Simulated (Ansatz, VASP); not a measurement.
**Li2Se in VASP and in Ansatz**

```
CELL_PARAMETERS angstrom
0.00000 2.99350 2.99350
2.99350 0.00000 2.99350
2.99350 2.99350 0.00000
ATOMIC_POSITIONS crystal
Li 0.75000 0.75000 0.75000
Li 0.25000 0.25000 0.25000
Se 0.00000 0.00000 0.00000
```

Alike in both runs: task single point; functional r2SCAN; k mesh 8 × 8 × 8; no spin polarisation.

```csv
,VASP,Ansatz
version,VASP 6.6.1,Ansatz 0.2.0
potentials or method,"VASP PAW PBE potentials, release 64 (Li_sv, Se)","plane waves, PAW"
plane-wave cutoff (eV),830,500
occupations,"gaussian, width 0.01 eV",fixed
valence electrons in the cell,12,22
```

|  | VASP | Ansatz | Ansatz less VASP |
| --- | --- | --- | --- |
| gap on the k mesh at the Fermi level (eV) | 3.46 | 3.48 | +0.021 |
| pressure (GPa) | -0.2 | 0.0 | +0.13 |

VASP's potentials were made for PBE, not for r2SCAN. VASP's potentials hold 12 valence electrons a cell and Ansatz's 22, so a difference there can come from the potentials and not from the codes.
